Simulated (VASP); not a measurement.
# TiO2 in VASP: a series of runs

Runs on TiO2. Level: PBE. Tasks: single point.

Everything below comes from runs of VASP 6.6.1. Logs are shortened: lines on timing, memory, paths and dates and some standing lists are left out, and cuts for length are marked.

## (1) The cell of the first run

It takes space group P4_2nm (No. 102, tetragonal). Conventional cell: a = 4.721 Å, b = 4.721 Å, c = 3.013 Å, α = 90.00°, β = 90.00°, γ = 90.00°. Within 2.6 Å of Ti (site symmetry 2mm) lie 6 O at 1.92 to 2.06 Å. Within 2.6 Å of O (site symmetry m) lie 3 Ti at 1.92 to 2.06 Å.

## (2) Single point, PBE

File INCAR:

```
SYSTEM = TiO2
  PREC = Accurate
  ENCUT = 520
  EDIFF = 1E-6
  ISMEAR = 0
  SIGMA = 0.05
  LREAL = .FALSE.
  LASPH = .TRUE.
  NELM = 80
  ALGO = Normal
  ISIF = 2
  LWAVE = .FALSE.
  LCHARG = .FALSE.
  GGA = PE
  NBANDS = 33
```

File KPOINTS:

```
Automatic mesh
0
G
  6 6 10
  0 0 0
```

File POSCAR:

```
TiO2
1.0
    4.7209445933      0.0000000000      0.0000000000
    0.0000000000      4.7209445933      0.0000000000
    0.0000000000      0.0000000000      3.0133602124
Ti O
2 4
Direct
    0.0000000000      0.0000000000      0.0117733187
    0.5000000000      0.5000000000      0.5117733187
    0.3050970583      0.3050970583     -0.0176121460
    0.1949029417      0.8050970583      0.4823878540
    0.6949029417      0.6949029417     -0.0176121460
    0.8050970583      0.1949029417      0.4823878540
```

Potentials or basis: VASP PAW PBE potentials, release 64 (Ti_sv, O).

Run with:

```
> cat potpaw_PBE.64/Ti_sv/POTCAR potpaw_PBE.64/O/POTCAR > POTCAR
> mpirun -np 1 vasp_std > vasp.out
```

OUTCAR:

```text
SYSTEM = TiO2
   PREC = Accurate
   ENCUT = 520
   EDIFF = 1E-6
   ISMEAR = 0
   LREAL = .FALSE.
   LASPH = .TRUE.
   NELM = 80
   ISIF = 2
   GGA = PE

 ion  position               nearest neighbor table
   1  0.000  0.000  0.012-   4 1.92   6 1.92   5 2.04   3 2.04   4 2.06   6 2.06
   2  0.500  0.500  0.512-   3 1.92   5 1.92   4 2.04   6 2.04   3 2.06   5 2.06
   3  0.305  0.305  0.982-   2 1.92   1 2.04   2 2.06
   4  0.195  0.805  0.482-   1 1.92   2 2.04   1 2.06
   5  0.695  0.695  0.982-   2 1.92   1 2.04   2 2.06
   6  0.805  0.195  0.482-   1 1.92   2 2.04   1 2.06

  LATTYP: Found a simple tetragonal cell.
 ALAT       =     4.7209445933
 C/A-ratio  =     0.6382960344

  Lattice vectors:

 A1 = (   4.7209445933,   0.0000000000,   0.0000000000)
 A2 = (   0.0000000000,   4.7209445933,   0.0000000000)
 A3 = (   0.0000000000,   0.0000000000,   3.0133602124)

Analysis of symmetry for initial positions (statically):
=====================================================================
 Subroutine PRICEL returns:
 Original cell was already a primitive cell.

 Routine SETGRP: Setting up the symmetry group for a
 simple tetragonal supercell.

 Subroutine GETGRP returns: Found  8 space group operations
 (whereof  4 operations were pure point group operations)
 out of a pool of 16 trial point group operations.

The static configuration has the point symmetry C_2v.
 The point group associated with its full space group is C_4v.

Analysis of symmetry for dynamics (positions and initial velocities):
=====================================================================
 Subroutine PRICEL returns:
 Original cell was already a primitive cell.

 Routine SETGRP: Setting up the symmetry group for a
 simple tetragonal supercell.

 Subroutine GETGRP returns: Found  8 space group operations
 (whereof  4 operations were pure point group operations)
 out of a pool of 16 trial point group operations.

The dynamic configuration has the point symmetry C_2v.
 The point group associated with its full space group is C_4v.

 Subroutine INISYM returns: Found  8 space group operations
 (whereof  4 operations are pure point group operations),
 and found     1 'primitive' translations

----------------------------------------------------------------------------------------

                                     Primitive cell

  volume of cell :      67.1597

  direct lattice vectors                    reciprocal lattice vectors
     4.720944593  0.000000000  0.000000000     0.211822016  0.000000000  0.000000000
     0.000000000  4.720944593  0.000000000     0.000000000  0.211822016  0.000000000
     0.000000000  0.000000000  3.013360212     0.000000000  0.000000000  0.331855447

  length of vectors
     4.720944593  4.720944593  3.013360212     0.211822016  0.211822016  0.331855447

  position of ions in fractional coordinates (direct lattice)
     0.000000000  0.000000000  0.011773319
     0.500000000  0.500000000  0.511773319
     0.305097058  0.305097058  0.982387854
     0.194902942  0.805097058  0.482387854
     0.694902942  0.694902942  0.982387854
     0.805097058  0.194902942  0.482387854

  ion indices of the primitive-cell ions
   primitive index   ion index
                 1           1
                 2           2
                 3           3
                 4           4
                 5           5
                 6           6

----------------------------------------------------------------------------------------

 KPOINTS: Automatic mesh

Automatic generation of k-mesh.
 Grid dimensions read from file:
 generate k-points for:    6    6   10

 Generating k-lattice:

  Cartesian coordinates                     Fractional coordinates (reciprocal lattice)
     0.035303669  0.000000000  0.000000000     0.166666667  0.000000000  0.000000000
     0.000000000  0.035303669  0.000000000     0.000000000  0.166666667  0.000000000
     0.000000000  0.000000000  0.033185545     0.000000000  0.000000000  0.100000000

  Length of vectors
     0.035303669  0.035303669  0.033185545

  Shift w.r.t. Gamma in fractional coordinates (k-lattice)
     0.000000000  0.000000000  0.000000000

 Subroutine IBZKPT returns following result:
 ===========================================

 Found     60 irreducible k-points:

 Following reciprocal coordinates:
            Coordinates               Weight
  0.000000  0.000000  0.000000      1.000000
  0.166667  0.000000  0.000000      4.000000
  0.333333  0.000000  0.000000      4.000000
  0.500000  0.000000  0.000000      2.000000
  0.166667  0.166667  0.000000      4.000000
  0.333333  0.166667  0.000000      8.000000
[... 16 lines left out ...]
  0.333333  0.000000  0.200000      8.000000
  0.500000  0.000000  0.200000      4.000000
 [... further k-points ...]
   k-points           NKPTS =     60   k-points in BZ     NKDIM =     60   number of bands    NBANDS=     33
   number of dos      NEDOS =    301   number of ions     NIONS =      6
   total plane-waves  NPLWV =  31104
   dimension x,y,z NGX =    36 NGY =   36 NGZ =   24
   dimension x,y,z NGXF=    72 NGYF=   72 NGZF=   48
   ions per type =               2   4
   NGX,Y,Z   is equivalent  to a cutoff of  12.68, 12.68, 13.24 a.u.
   NGXF,Y,Z  is equivalent  to a cutoff of  25.35, 25.35, 26.48 a.u.
 SYSTEM =  TiO2
   PREC   = accura    normal or accurate (medium, high low for compatibility)
   ISTART =      0    job   : 0-new  1-cont  2-samecut
   ICHARG =      2    charge: 1-file 2-atom 10-const
   ISPIN  =      1    spin polarized calculation?
   LNONCOLLINEAR =      F non collinear calculations
   LSORBIT =      F    spin-orbit coupling
   LASPH  =      T    aspherical Exc in radial PAW
   ENCUT  =  520.0 eV  38.22 Ry    6.18 a.u.   8.78  8.78  5.60*2*pi/ulx,y,z
   NELM   =     80;   NELMIN=  2; NELMDL= -5     # of ELM steps
   EDIFF  = 0.1E-05   stopping-criterion for ELM
   LREAL  =      F    real-space projection
   EDIFFG = 0.1E-04   stopping-criterion for IOM
   NSW    =      0    number of steps for IOM
   IBRION =     -1    ionic relax: 0-MD 1-quasi-New 2-CG
   NFREE  =      0    steps in history (QN), initial steepest desc. (CG)
   ISIF   =      2    stress and relaxation
   ISYM   =      2    0-nonsym 1-usesym 2-fastsym
   POTIM  = 0.5000    time-step for ionic-motion
   TEBEG  =    0.0;   TEEND  =   0.0 temperature during run
   PSTRESS=    0.0 pullay stress
   NELECT =      48.0000    total number of electrons
   NUPDOWN=      -1.0000    fix difference up-down
   EMIN   =  10.00;   EMAX   =-10.00  energy-range for DOS
   EFERMI =   0.00;   METHOD = LEGACY
   ISMEAR =     0;   SIGMA  =   0.05  broadening in eV -4-tet -1-fermi 0-gaus
   EFERMI_NEDOS =   21; number of points for ismear=-14 and -15
   IALGO  =     38    algorithm
   IMIX   =      4    mixing-type and parameters
     AMIX     =   0.40;   BMIX     =  1.00
     AMIX_MAG =   1.60;   BMIX_MAG =  1.00
  volume/ion in A,a.u.               =      11.19        75.54
  Fermi-wavevector in a.u.,A,eV,Ry     =   1.463701  2.765993 29.149392  2.142420
  Thomas-Fermi vector in A             =   2.579764
   LORBIT       =      0    0 simple, 1 ext, 2 COOP (PROOUT), +10 PAW based schemes
   GGA     = PE    functional components
   LHFCALC =     F    Hartree Fock is set to
   AEXX    =    0.0000 exact exchange contribution
   IVDW    =     0    specifies the selected vdW correction
   LEPSILON=     F    determine dielectric tensor
   LRPA    =     F    only Hartree local field effects (RPA)
 non-spin polarized calculation
 Gauss-broadening in eV      SIGMA  =   0.05
  energy-cutoff  :      520.00
  volume of cell :       67.16
 maximum number of plane-waves:      1847
 NGX is ok and might be reduce to    36
   NGX = 17   NGY = 17   NGZ = 11

 number of electron      47.9999995 magnetization

 Free energy of the ion-electron system (eV)
  ---------------------------------------------------
  ext. energy  EPLUGINS =         0.00000000
  ---------------------------------------------------
  free energy    TOTEN  =       -53.60579538 eV

  energy without entropy =      -53.60579538  energy(sigma->0) =      -53.60579538

 E-fermi :   4.2899     XC(G=0): -11.0188

 val. band max:        4.0508619493   @ k =   0.0000   0.0000   0.0000
 cond. band min:       5.9195408023   @ k =   0.5000   0.0000   0.5000
 fundamental gap:      1.8686788530
 Fermi energy:         4.2899379281

 k-point     1 :       0.0000    0.0000    0.0000
  band No.  band energies     occupation
      1     -52.9975      2.00000
      2     -52.9862      2.00000
      3     -29.2492      2.00000
      4     -29.2492      2.00000
      5     -29.1251      2.00000
      6     -29.1251      2.00000
[... 25 lines left out ...]
     32      10.1223      0.00000
     33      10.1223      0.00000

 k-point     2 :       0.1667    0.0000    0.0000
  band No.  band energies     occupation
      1     -52.9967      2.00000
      2     -52.9869      2.00000
      3     -29.2432      2.00000
      4     -29.2427      2.00000
      5     -29.1323      2.00000
      6     -29.1319      2.00000
[... 25 lines left out ...]
     32      10.0182      0.00000
     33      10.0848      0.00000

 k-point     3 :       0.3333    0.0000    0.0000
  band No.  band energies     occupation
      1     -52.9947      2.00000
      2     -52.9890      2.00000
      3     -29.2277      2.00000
      4     -29.2266      2.00000
      5     -29.1497      2.00000
      6     -29.1487      2.00000
[... 25 lines left out ...]
     32       9.7565      0.00000
     33      10.0160      0.00000

 k-point     4 :       0.5000    0.0000    0.0000
  band No.  band energies     occupation
      1     -52.9918      2.00000
      2     -52.9918      2.00000
      3     -29.2159      2.00000
      4     -29.2159      2.00000
      5     -29.1611      2.00000
      6     -29.1611      2.00000
[... 25 lines left out ...]
     32       9.3287      0.00000
     33      10.0795      0.00000

 k-point     5 :       0.1667    0.1667    0.0000
  band No.  band energies     occupation
      1     -52.9961      2.00000
      2     -52.9876      2.00000
      3     -29.2512      2.00000
      4     -29.2257      2.00000
      5     -29.1503      2.00000
      6     -29.1239      2.00000
[... 604 lines left out ...]
 k-point    22 :       0.1667    0.0000    0.2000
  band No.  band energies     occupation
      1     -52.9852      2.00000
      2     -52.9773      2.00000
      3     -29.2285      2.00000
      4     -29.2139      2.00000
      5     -29.2047      2.00000
      6     -29.2046      2.00000
[... 25 lines left out ...]
     32       9.4549      0.00000
     33       9.7150      0.00000

 k-point    23 :       0.3333    0.0000    0.2000
  band No.  band energies     occupation
      1     -52.9835      2.00000
      2     -52.9789      2.00000
      3     -29.2301      2.00000
      4     -29.2166      2.00000
      5     -29.1971      2.00000
      6     -29.1895      2.00000
[... 25 lines left out ...]
     32       9.0550      0.00000
     33       9.7930      0.00000

 k-point    24 :       0.5000    0.0000    0.2000
  band No.  band energies     occupation
      1     -52.9812      2.00000
      2     -52.9812      2.00000
      3     -29.2250      2.00000
      4     -29.2250      2.00000
      5     -29.1855      2.00000
      6     -29.1855      2.00000
[... 25 lines left out ...]
     32       8.8280      0.00000
     33      10.1202      0.00000

 [... further k-points ...]

------------------------ aborting loop because EDIFF is reached ----------------------------------------

  FORCE on cell =-STRESS in cart. coord.  units (eV):
  Direction    XX          YY          ZZ          XY          YZ          ZX
  --------------------------------------------------------------------------------------
  -------------------------------------------------------------------------------------
  Total       -3.3348470     -3.3348470     -4.1861109      0.0000000      0.0000000      0.0000000
  in kB      -79.5568618    -79.5568618    -99.8648035      0.0000000      0.0000000      0.0000000
  external PRESSURE =     -86.3261757 kB  Pullay stress =       0.0000000 kB

 VOLUME and BASIS-vectors are now :
 -----------------------------------------------------------------------------
  energy-cutoff  :      520.00
  volume of cell :       67.16
      direct lattice vectors                 reciprocal lattice vectors
     4.720944593  0.000000000  0.000000000     0.211822016  0.000000000  0.000000000
     0.000000000  4.720944593  0.000000000     0.000000000  0.211822016  0.000000000
     0.000000000  0.000000000  3.013360212     0.000000000  0.000000000  0.331855447

 POSITION                                       TOTAL-FORCE (eV/Angst)
 -----------------------------------------------------------------------------------
      0.00000      0.00000      0.03548         0.000000      0.000000      0.188896
      2.36047      2.36047      1.54216         0.000000      0.000000      0.188896
      1.44035      1.44035      2.96029         0.111794      0.111794     -0.094448
      0.92013      3.80082      1.45361        -0.111794      0.111794     -0.094448
      3.28060      3.28060      2.96029        -0.111794     -0.111794     -0.094448
      3.80082      0.92013      1.45361         0.111794     -0.111794     -0.094448
 -----------------------------------------------------------------------------------
    total drift:                               -0.000000      0.000000      0.000646

  FREE ENERGIE OF THE ION-ELECTRON SYSTEM (eV)
  ---------------------------------------------------
  free  energy   TOTEN  =       -53.6057953814 eV

  energy  without entropy=      -53.6057953814  energy(sigma->0) =      -53.60579538
```

It took 46 s on 1 thread of Intel Xeon 6975P-C (Granite Rapids), shared host; peak memory 0.24 GiB.

Results:

```
Free energy            : -53.6058 eV
Pressure               : -8.6 GPa
Largest force          : 0.189 eV/Å
Band gap on the k mesh : 1.87 eV, indirect (least direct gap 1.93 eV)
```

Forces on the atoms (eV/Å):
```
Ti   0.000  0.000  0.189
Ti   0.000  0.000  0.189
O    0.112  0.112 -0.094
O   -0.112  0.112 -0.094
O   -0.112 -0.112 -0.094
O    0.112 -0.112 -0.094
```

## (3) Single point, PBE

This run uses another cell than the first one, of 11.47 Å³/atom, 1.025 times its volume.

File INCAR:

```
ALGO = Normal ; EDIFF = 1E-6
ENCUT = 520 ; GGA = PE
ISIF = 2 ; ISMEAR = 0
LASPH = T ; LCHARG = T
LELF = T ; LREAL = F
LVHAR = T ; LWAVE = F
NBANDS = 33 ; NELM = 60
PREC = Accurate ; SIGMA = 0.05
```

File KPOINTS:

```
k-points
0
Gamma
  6 6 10
```

File POSCAR:

```
TiO2
1.0
    4.7594848118      0.0000000000      0.0000000000
    0.0000000000      4.7594848118      0.0000000000
    0.0000000000      0.0000000000      3.0379602810
Ti O
2 4
Direct
    0.0000000000      0.0000000000      0.0078488792
    0.5000000000      0.5000000000      0.5078488792
    0.3050970583      0.3050970583     -0.0117414307
    0.1949029417      0.8050970583      0.4882585693
    0.6949029417      0.6949029417     -0.0117414307
    0.8050970583      0.1949029417      0.4882585693
```

Potentials or basis: VASP PAW PBE potentials, release 64 (Ti_sv, O).

Run with:

```
> cat potpaw_PBE.64/Ti_sv/POTCAR potpaw_PBE.64/O/POTCAR > POTCAR
> mpirun -np 1 vasp_std > vasp.out
```

It took 51 s on 1 thread of Intel Xeon Platinum 8481C at 2.70GHz (Sapphire Rapids), shared host; peak memory 0.24 GiB.

Results (log left out):

- Free energy: -53.4805 eV
- Pressure: -13.5 GPa
- Largest force: 0.324 eV/Å
- Band gap on the k mesh: 1.75 eV, direct

Forces in eV/Å, atoms in the order of the input:
```
Ti   0.000  0.000  0.219
Ti   0.000  0.000  0.219
O    0.216  0.216 -0.110
O   -0.216  0.216 -0.110
O   -0.216 -0.216 -0.110
O    0.216 -0.216 -0.110
```

Stress tensor (GPa, compression positive):
```
-12.29   0.00   0.00
  0.00 -12.29   0.00
  0.00   0.00 -15.83
```

Levels at points of the mesh, in eV from the valence-band top:
```tsv
k point	band 21	band 22	band 23	band 24	band 25	band 26	band 27	band 28
(0.00, 0.00, 0.00)	-0.72	-0.44	-0.44	0.00	1.75	1.96	2.19	2.28
(0.50, 0.00, 0.00)	-1.48	-1.48	-0.65	-0.65	2.19	2.19	2.75	2.75
(0.50, 0.50, 0.00)	-1.26	-1.26	-1.03	-1.03	1.76	1.76	2.29	2.29
(0.00, 0.00, 0.50)	-1.99	-1.99	-1.33	-1.33	2.63	2.63	2.84	2.84
(0.50, 0.00, 0.50)	-1.82	-1.82	-0.89	-0.89	1.76	1.76	2.86	2.86
(0.50, 0.50, 0.50)	-1.20	-0.97	-0.65	-0.65	2.16	2.51	2.86	2.88
```

A k mesh can miss the band edges.

(Part 1 of 2 ends here.)
